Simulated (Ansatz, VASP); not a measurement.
One calculation of Al, two programs

```
CELL_PARAMETERS angstrom
2.78991 0.00000 0.00000
-1.39496 2.41613 0.00000
0.00000 0.00000 4.64709
ATOMIC_POSITIONS crystal
Al 0.66667 0.33333 0.75000
Al 0.33333 0.66667 0.25000
```

Alike in both runs: functional PBEsol; dispersion D3(BJ); k mesh 18 × 18 × 10; occupations gaussian, width 0.1 eV; no spin polarisation.

Ansatz relaxed the structure, and its values are those at the end. VASP's run is a single point on that final structure, the one shown.

|  | VASP | Ansatz |
| --- | --- | --- |
| version | VASP 6.6.1 | Ansatz 0.2.0 |
| potentials or method | VASP PAW PBE potentials, release 64 (Al), cutoff 520 eV | scalar-relativistic, plane waves, PAW |
| valence electrons in the cell | 6 | 6 |

|  | VASP | Ansatz | Ansatz less VASP |
| --- | --- | --- | --- |
| gap on the k mesh at the Fermi level (eV) | none | none | - |
| pressure (GPa) | 0.1 | 0.0 | -0.10 |

VASP's potentials were made for PBE, not for PBEsol, and Ansatz warns of the same on its side. A gap of «none» marks a metal or a gap that the smearing closes.
